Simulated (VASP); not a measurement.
# Si (a cell with a defect) in VASP: single point with PBE

Aim: the single point of Si (a cell with a defect) with PBE.

Everything below comes from runs of VASP 6.6.1. Logs are shortened: lines on timing, memory, paths and dates and some standing lists are left out, and cuts for length are marked.

## Step 1: The cell of the first run

The cell holds a defect, 63 atoms: a = 10.860 Å, b = 10.860 Å, c = 10.860 Å, α = 90.00°, β = 90.00°, γ = 90.00°.

## Step 2: Single point, PBE, collinear spin

The input, INCAR:

```
ALGO     = Normal         # electronic algorithm
EDIFF    = 1E-7           # SCF threshold, eV
ENCUT    = 520            # plane-wave cutoff, eV
GGA      = PE             # functional
ISIF     = 2              # what is computed and relaxed
ISMEAR   = 0              # smearing method
ISPIN    = 2              # spin polarisation
LASPH    = T              # aspherical terms in the spheres
LCHARG   = T              # write CHGCAR
LELF     = T              # ELF
LORBIT   = 11             # projections on sites
LREAL    = Auto         
LVHAR    = T            
LWAVE    = F              # write WAVECAR
MAGMOM   = 0 0 0 0 0 0 0 0 0 0 0 0 0 0 0 0 0 0 0 0 0 0 0 0 0 0 0 0 0 0 0 0 0 0 0 0 1 0 0 0 0 0 0 0 0 0 0 0 0 0 0 0 0 0 0 0 0 0 0 0 0 0 0 # initial moments
NBANDS   = 167            # bands
NELECT   = 251.0        
NELM     = 150            # most SCF steps
PREC     = Accurate       # precision mode
SIGMA    = 0.05           # smearing width, eV
```

The input, KPOINTS:

```
k-points
0
Gamma
  1 1 1
```

The input, POSCAR:

```
Si
1.0
   10.8600000000      0.0000000000      0.0000000000
    0.0000000000     10.8600000000      0.0000000000
    0.0000000000      0.0000000000     10.8600000000
Si
63
Direct
    0.5000032979     -0.0000018586     -0.0000032979
    0.6258427212      0.1257692161      0.1258464645
    0.7501215657      0.2498784343      0.0000450132
    0.8742307839      0.3741572788      0.1258464645
    0.7519846810     -0.0011231279      0.2519834428
    0.8774810188      0.1225189812      0.3774891020
   -0.0000002081      0.0000002081      0.0000006163
    0.1247946608      0.1247935389      0.1247825277
    0.2498775230      0.2498789923     -0.0000428138
    0.3750994417      0.3751017906      0.1249005583
    0.4999998880      0.5000001120      0.0000001120
    0.6248982094      0.6249005583      0.1249005583
    0.7501210077      0.7501224770     -0.0000428138
    0.8752064611      0.8752053392      0.1247825277
    0.2480238313      0.0011205096      0.2519761687
    0.3752174723      0.1247935389      0.3752053392
    0.5000428138      0.2498789923      0.2501224770
    0.6258444977      0.3741555023      0.3742328840
    0.7501210077      0.4999571862      0.2501224770
    0.8752064611      0.6247825277      0.3752053392
    0.4999993837      0.0000002081      0.5000002081
    0.6247794133      0.1247951898      0.6247951898
    0.7519819447      0.2480180553      0.5011238885
    0.8752048102      0.3752205867      0.6247951898
    0.7519819447      0.0011238885      0.7480180553
    0.8752048102      0.1247951898      0.8752205867
    0.0000018586      0.4999967021     -0.0000032979
    0.1257654430      0.6258412742      0.1258412742
    0.2498793974      0.7501206026      0.0000441101
    0.3741587258      0.8742345570      0.1258412742
    0.0011231279      0.2480153190      0.2519834428
    0.1247941632      0.3752194694      0.3752058368
    0.2498793974      0.5000441101      0.2501206026
    0.3741587258      0.6258412742      0.3742345570
    0.4999558899      0.7501206026      0.2501206026
    0.6247805306      0.8752058368      0.3752058368
    0.1225247670     -0.1225247670      0.3774752330
    0.1225108980      0.1225189812      0.6225189812
    0.2480165572      0.2480153190      0.4988768721
    0.3741535355      0.3741572788      0.6257692161
    0.5000032979      0.4999967021      0.4999981414
    0.6258427212      0.6258464645      0.6257692161
    0.7519846810      0.7519834428      0.4988768721
    0.8774810188      0.8774891020      0.6225189812
    0.2480165572     -0.0011231279      0.7480153190
    0.3741535355      0.1257692161      0.8741572788
    0.4999549868      0.2498784343      0.7498784343
    0.6248983504      0.3751016496      0.8751016496
    0.7501215657      0.5000450132      0.7498784343
    0.8742307839      0.6258464645      0.8741572788
   -0.0011205096      0.7519761687      0.2519761687
   -0.0000002081      0.5000006163      0.5000002081
    0.1247946608      0.6247825277      0.6247935389
    0.2480238313      0.7519761687      0.5011205096
    0.3752174723      0.8752053392      0.6247935389
   -0.0011238885      0.2480180553      0.7480180553
    0.1257671160      0.3741555023      0.8741555023
    0.2498775230      0.4999571862      0.7498789923
    0.3750994417      0.6249005583      0.8751017906
    0.5000428138      0.7501224770      0.7498789923
    0.6258444977      0.8742328840      0.8741555023
    0.0011231279      0.7519834428      0.7480153190
    0.1247941632      0.8752058368      0.8752194694
```

Potentials or basis: VASP PAW PBE potentials, release 64 (Si).

Launch:

```console
$ cat potpaw_PBE.64/Si/POTCAR > POTCAR
$ mpirun -np 1 vasp_gam > vasp.out
```

OUTCAR:

```text
EDIFF = 1E-7
   ENCUT = 520
   GGA = PE
   ISIF = 2
   ISMEAR = 0
   ISPIN = 2
   LASPH = T
   LORBIT = 11
   LREAL = Auto
   NELECT = 251.0
   NELM = 150
   PREC = Accurate

 ion  position               nearest neighbor table
   1  0.500  1.000  1.000-  61 2.37  30 2.37  46 2.37   2 2.37
   2  0.626  0.126  0.126-  17 2.35   3 2.35   1 2.37   5 2.38
   3  0.750  0.250  0.000-   2 2.35   4 2.35  26 2.35  48 2.35
   4  0.874  0.374  0.126-  19 2.35   3 2.35  27 2.37  31 2.38
   5  0.752  0.999  0.252-  14 2.35  36 2.35   6 2.35   2 2.38
   6  0.877  0.123  0.377-  23 2.35   5 2.35  31 2.35
   7  1.000  0.000  0.000-  63 2.35  26 2.35   8 2.35  14 2.35
   8  0.125  0.125  0.125-  31 2.35  15 2.35   7 2.35   9 2.35
   9  0.250  0.250  1.000-  46 2.35  57 2.35   8 2.35  10 2.35
  10  0.375  0.375  0.125-  11 2.35  33 2.35  17 2.35   9 2.35
  11  0.500  0.500  0.000-  48 2.35  12 2.35  10 2.35  59 2.35
  12  0.625  0.625  0.125-  11 2.35  35 2.35  19 2.35  13 2.35
[... 37 lines left out ...]
  50  0.874  0.626  0.874-  13 2.35  49 2.35  27 2.37  62 2.38
[... 11 lines left out ...]
  62  0.001  0.752  0.748-  53 2.35  63 2.35  44 2.35  50 2.38
  63  0.125  0.875  0.875-  45 2.35  62 2.35   7 2.35  29 2.35

  LATTYP: Found a simple cubic cell.
 ALAT       =    10.8600000000

  Lattice vectors:

 A1 = (  10.8600000000,   0.0000000000,   0.0000000000)
 A2 = (   0.0000000000,  10.8600000000,   0.0000000000)
 A3 = (   0.0000000000,   0.0000000000,  10.8600000000)

Analysis of symmetry for initial positions (statically):
=====================================================================
 Subroutine PRICEL returns:
 Original cell was already a primitive cell.

 Routine SETGRP: Setting up the symmetry group for a
 simple cubic supercell.

 Subroutine GETGRP returns: Found  6 space group operations
 (whereof  2 operations were pure point group operations)
 out of a pool of 48 trial point group operations.

The static configuration has the point symmetry C_1h.
 The point group associated with its full space group is C_3v.

Analysis of symmetry for dynamics (positions and initial velocities):
=====================================================================
 Subroutine PRICEL returns:
 Original cell was already a primitive cell.

 Routine SETGRP: Setting up the symmetry group for a
 simple cubic supercell.

 Subroutine GETGRP returns: Found  6 space group operations
 (whereof  2 operations were pure point group operations)
 out of a pool of 48 trial point group operations.

The dynamic configuration has the point symmetry C_1h.
 The point group associated with its full space group is C_3v.

Analysis of structural, dynamic, and magnetic symmetry:
=====================================================================
 Subroutine PRICEL returns:
 Original cell was already a primitive cell.

 Routine SETGRP: Setting up the symmetry group for a
 simple cubic supercell.

 Subroutine GETGRP returns: Found  6 space group operations
 (whereof  2 operations were pure point group operations)
 out of a pool of 48 trial point group operations.

The overall configuration has the point symmetry C_1h.
 The point group associated with its full space group is C_3v.

 Subroutine INISYM returns: Found  6 space group operations
 (whereof  2 operations are pure point group operations),
 and found     1 'primitive' translations

----------------------------------------------------------------------------------------

                                     Primitive cell

  volume of cell :    1280.8241

  direct lattice vectors                    reciprocal lattice vectors
    10.860000000  0.000000000  0.000000000     0.092081031  0.000000000  0.000000000
     0.000000000 10.860000000  0.000000000     0.000000000  0.092081031  0.000000000
[... 188 lines left out ...]
   NFREE  =      0    steps in history (QN), initial steepest desc. (CG)
   ISIF   =      2    stress and relaxation
   ISYM   =      2    0-nonsym 1-usesym 2-fastsym
   POTIM  = 0.5000    time-step for ionic-motion
   TEBEG  =    0.0;   TEEND  =   0.0 temperature during run
   PSTRESS=    0.0 pullay stress
   NELECT =     251.0000    total number of electrons
   NUPDOWN=      -1.0000    fix difference up-down
   EMIN   =  10.00;   EMAX   =-10.00  energy-range for DOS
   EFERMI =   0.00;   METHOD = LEGACY
   ISMEAR =     0;   SIGMA  =   0.05  broadening in eV -4-tet -1-fermi 0-gaus
   EFERMI_NEDOS =   21; number of points for ismear=-14 and -15
   IALGO  =     38    algorithm
   IMIX   =      4    mixing-type and parameters
     AMIX     =   0.40;   BMIX     =  1.00
     AMIX_MAG =   1.60;   BMIX_MAG =  1.00
  volume/ion in A,a.u.               =      20.33       137.20
  Fermi-wavevector in a.u.,A,eV,Ry     =   0.950903  1.796946 12.302614  0.904217
  Thomas-Fermi vector in A             =   2.079323
   LORBIT       =     11    0 simple, 1 ext, 2 COOP (PROOUT), +10 PAW based schemes
   GGA     = PE    functional components
   LHFCALC =     F    Hartree Fock is set to
   AEXX    =    0.0000 exact exchange contribution
   IVDW    =     0    specifies the selected vdW correction
   LEPSILON=     F    determine dielectric tensor
   LRPA    =     F    only Hartree local field effects (RPA)
 spin polarized calculation
 Gauss-broadening in eV      SIGMA  =   0.05
  energy-cutoff  :      520.00
  volume of cell :     1280.82
 maximum number of plane-waves:     17229
 NGX is ok and might be reduce to    84
   NGX = 41   NGY = 41   NGZ = 41

 number of electron     250.9999983 magnetization       0.9999339

 Free energy of the ion-electron system (eV)
  ---------------------------------------------------
  ext. energy  EPLUGINS =         0.00000000
  ---------------------------------------------------
  free energy    TOTEN  =      -338.24556514 eV

  energy without entropy =     -338.20699575  energy(sigma->0) =     -338.22628044

 E-fermi :   6.2258     XC(G=0):  -9.3168

 val. band max:        5.4366878877   @ k =   0.0000   0.0000   0.0000
 cond. band min:       6.2408297094   @ k =   0.0000   0.0000   0.0000
 fundamental gap:      0.8041418217
 Fermi energy:         6.2258390431

 spin component 1

 k-point     1 :       0.0000    0.0000    0.0000
  band No.  band energies     occupation
      1      -6.2096      1.00000
      2      -5.1573      1.00000
      3      -5.1573      1.00000
      4      -5.1573      1.00000
      5      -5.1546      1.00000
      6      -5.1546      1.00000
[... 129 lines left out ...]
    136       6.8722      0.00000
    137       6.9098      0.00000
 Fermi energy:         6.2258390431

 spin component 2

 k-point     1 :       0.0000    0.0000    0.0000
  band No.  band energies     occupation
      1      -6.1989      1.00000
      2      -5.1466      1.00000
      3      -5.1466      1.00000
      4      -5.1465      1.00000
      5      -5.1449      1.00000
      6      -5.1449      1.00000
[... 129 lines left out ...]
    136       6.8820      0.00000
    137       6.9277      0.00000
 [bands above 137 left out]

------------------------ aborting loop because EDIFF is reached ----------------------------------------

  FORCE on cell =-STRESS in cart. coord.  units (eV):
  Direction    XX          YY          ZZ          XY          YZ          ZX
  --------------------------------------------------------------------------------------
  -------------------------------------------------------------------------------------
  Total        7.0864805      7.0864805      7.0864805     -0.0099389      0.0099389     -0.0099389
  in kB        8.8644482      8.8644482      8.8644482     -0.0124325      0.0124325     -0.0124325
  external PRESSURE =       8.8644482 kB  Pullay stress =       0.0000000 kB

 VOLUME and BASIS-vectors are now :
 -----------------------------------------------------------------------------
  energy-cutoff  :      520.00
  volume of cell :     1280.82
      direct lattice vectors                 reciprocal lattice vectors
    10.860000000  0.000000000  0.000000000     0.092081031  0.000000000  0.000000000
     0.000000000 10.860000000  0.000000000     0.000000000  0.092081031  0.000000000
     0.000000000  0.000000000 10.860000000     0.000000000  0.000000000  0.092081031

 POSITION                                       TOTAL-FORCE (eV/Angst)
 -----------------------------------------------------------------------------------
      5.43004     10.85998     10.85996        -0.000027     -0.000050      0.000027
      6.79665      1.36585      1.36669        -0.001603     -0.000255     -0.001751
      8.14632      2.71368      0.00049         0.005102     -0.005102      0.005176
      9.49415      4.06335      1.36669         0.000255      0.001603     -0.001751
      8.16655     10.84780      2.73654        -0.006225      0.000157     -0.006140
      9.52944      1.33056      4.09953         0.010792     -0.010792      0.010796
[... 55 lines left out ...]
      0.01220      8.16654      8.12345        -0.000157     -0.006140      0.006225
      1.35526      9.50474      9.50488         0.001729     -0.001729     -0.005550
 -----------------------------------------------------------------------------------
    total drift:                                0.000011     -0.000011     -0.000011

  FREE ENERGIE OF THE ION-ELECTRON SYSTEM (eV)
  ---------------------------------------------------
  free  energy   TOTEN  =      -338.2455651378 eV

  energy  without entropy=     -338.2069957495  energy(sigma->0) =     -338.22628044

 total charge

# of ion       s       p       d       tot
------------------------------------------
    1        0.748   0.933   0.000   1.681
    2        0.744   0.940   0.000   1.684
    3        0.738   0.957   0.000   1.695
    4        0.744   0.940   0.000   1.684
    5        0.741   0.945   0.000   1.686
    6        0.784   0.851   0.000   1.635
[... 55 lines left out ...]
   62        0.741   0.945   0.000   1.686
   63        0.739   0.960   0.000   1.698
--------------------------------------------------
tot         46.824  59.475   0.000 106.299

 magnetization (x)

# of ion       s       p       d       tot
------------------------------------------
    1       -0.000   0.005   0.000   0.005
    2        0.001   0.004   0.000   0.005
    3       -0.000   0.001   0.000   0.001
    4        0.001   0.004   0.000   0.005
    5        0.000   0.004   0.000   0.004
    6        0.015   0.046   0.000   0.060
[... 55 lines left out ...]
   62        0.000   0.004   0.000   0.004
   63        0.000  -0.000   0.000   0.000
--------------------------------------------------
tot          0.073   0.296   0.000   0.370
```

Run time: 17 min. Hardware: 1 thread of Intel Xeon Platinum 8259CL at 2.50GHz (Skylake/Cascade Lake), shared host; peak memory 1.5 GiB.

Results:

```
Free energy                                           : -338.2456 eV
Largest force                                         : 0.019 eV/Å
Net moment                                            : 1.00 μB per cell
Site moments                                          : Si +0.01, +0.00, +0.06, -0.00 (each value once) μB
Valence electrons inside the program's atomic spheres : Si 1.68, 1.70, 1.69, 1.64 (each value once)
```

Forces in eV/Å, atoms in the order of the input:
```
Si   0.000  0.000  0.000
Si  -0.002  0.000 -0.002
Si   0.005 -0.005  0.005
Si   0.000  0.002 -0.002
Si  -0.006  0.000 -0.006
Si   0.011 -0.011  0.011
Si   0.000  0.000  0.000
Si   0.002  0.002  0.006
Si  -0.005 -0.005 -0.005
Si  -0.003 -0.003  0.003
Si   0.000  0.000  0.000
Si   0.003  0.003  0.003
Si   0.005  0.005 -0.005
Si  -0.002 -0.002  0.006
Si   0.006 -0.001 -0.006
Si  -0.006  0.002 -0.002
Si   0.005 -0.005  0.005
Si  -0.002  0.002  0.000
Si   0.005 -0.005  0.005
Si  -0.002  0.006 -0.002
Si   0.000  0.000  0.000
Si   0.005  0.002  0.002
Si  -0.006  0.006  0.000
Si  -0.002 -0.005  0.002
Si  -0.006  0.000  0.006
Si  -0.002  0.002 -0.005
Si   0.000  0.000  0.000
Si   0.000 -0.002 -0.002
Si  -0.005  0.005  0.005
Si   0.002  0.000 -0.002
Si   0.000  0.006 -0.006
Si   0.002 -0.006 -0.002
Si  -0.005  0.005  0.005
Si   0.002 -0.002  0.000
Si  -0.005  0.005  0.005
Si   0.006 -0.002 -0.002
Si  -0.011  0.011  0.011
Si  -0.011 -0.011 -0.011
Si   0.006  0.006  0.000
Si   0.002  0.002  0.000
Si   0.000  0.000  0.000
Si  -0.002 -0.002  0.000
Si  -0.006 -0.006  0.000
Si   0.011  0.011 -0.011
Si   0.006  0.000  0.006
Si   0.002  0.000  0.002
Si  -0.005 -0.005 -0.005
Si   0.003 -0.003 -0.003
Si   0.005  0.005 -0.005
Si   0.000 -0.002  0.002
Si   0.001 -0.006 -0.006
Si   0.000  0.000  0.000
Si   0.002  0.006  0.002
Si   0.006 -0.006 -0.001
Si  -0.006 -0.002  0.002
Si   0.000  0.006  0.006
Si   0.000  0.002  0.002
Si  -0.005 -0.005 -0.005
Si  -0.003  0.003 -0.003
Si   0.005  0.005 -0.005
Si  -0.002  0.000  0.002
Si   0.000 -0.006  0.006
Si   0.002 -0.002 -0.006
```

Caveat: the k points lie up to 0.58 Å⁻¹ apart; the cell carries a net charge on a neutralising background, which shifts energy and pressure; the cell is charged against a uniform background, so pressure and absolute levels hang on convention.
